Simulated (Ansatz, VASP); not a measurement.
**LaHg2 in VASP and in Ansatz**

Contents of INCAR:

```
SYSTEM = LaHg2
ALGO = Normal
EDIFF = 1E-7
ENCUT = 520
GGA = CA
ISIF = 2
ISMEAR = -1
LASPH = .TRUE.
LCHARG = .FALSE.
LREAL = .FALSE.
LWAVE = .FALSE.
NBANDS = 24
NELM = 60
PREC = Accurate
SIGMA = 0.08
```

The input KPOINTS:

```
k-points
0
G
  8 8 9
  0 0 0
```

POSCAR

```
LaHg2
1.0
    4.9579982887      0.0000000000      0.0000000000
   -2.4789991444      4.2937524700      0.0000000000
    0.0000000000      0.0000000000      3.7128000000
La Hg
1 2
Direct
    0.0000000000      0.0000000000      0.0000000000
    0.3333333333      0.6666666667      0.5000000000
    0.6666666667      0.3333333333      0.5000000000
```

Input for Ansatz:

```yaml
crystal:
  lattice:
    - [4.9579982887, 0.0, 0.0]
    - [-2.4789991444, 4.29375247, 0.0]
    - [0.0, 0.0, 3.7128]
  atoms:
    - { symbol: La, position: [0.0, 0.0, 0.0] }
    - { symbol: Hg, position: [0.3333333333, 0.6666666667, 0.5] }
    - { symbol: Hg, position: [0.6666666667, 0.3333333333, 0.5] }
kpoints:
  mp_grid: { grid: [8, 8, 9] }
  band_path:
    path:
      - [0.0, 0.0, 0.0]
      - [0.5, 0.0, 0.0]
      - [0.3333333333, 0.3333333333, 0.0]
      - [0.0, 0.0, 0.0]
      - [0.0, 0.0, 0.5]
      - [0.5, 0.0, 0.5]
      - [0.3333333333, 0.3333333333, 0.5]
      - [0.0, 0.0, 0.5]
      - [0.5, 0.0, 0.5]
    npoints: 5
scf:
  occupations: { method: fermi_dirac, width: 0.08 }
hamiltonian:
  xc: lda
  pseudopotentials: { kind: all_electron, lapw: { basis_error: 0.001 } }
output:
  forces: true
  stress: true
  eigenvalues: true
```

Change from the starting cell: zz strain of +2 %.

Alike in both runs: task single point; functional LDA; k mesh 8 × 8 × 9; occupations fermi-dirac, width 0.08 eV; no spin polarisation.

|  | VASP | Ansatz |
| --- | --- | --- |
| version | VASP 6.6.1 | Ansatz 0.2.0 |
| potentials or method | VASP PAW LDA potentials, release 64 (La, Hg), cutoff 520 eV | all-electron LAPW, scalar-relativistic |

Ansatz gave:

- pressure (GPa): -3.8
- traceless stress, the component that is largest in VASP (GPa): -0.67

Question: Estimate VASP's values.

Answer: Pressure (GPa): -3.4; traceless stress, the component that is largest in VASP (GPa): -0.94.

LDA's correlation is that of Perdew and Zunger in VASP and of Perdew and Wang (1992) in Ansatz. Ansatz ran all-electron here, and VASP with PAW potentials.

Neither program's run includes spin-orbit coupling.
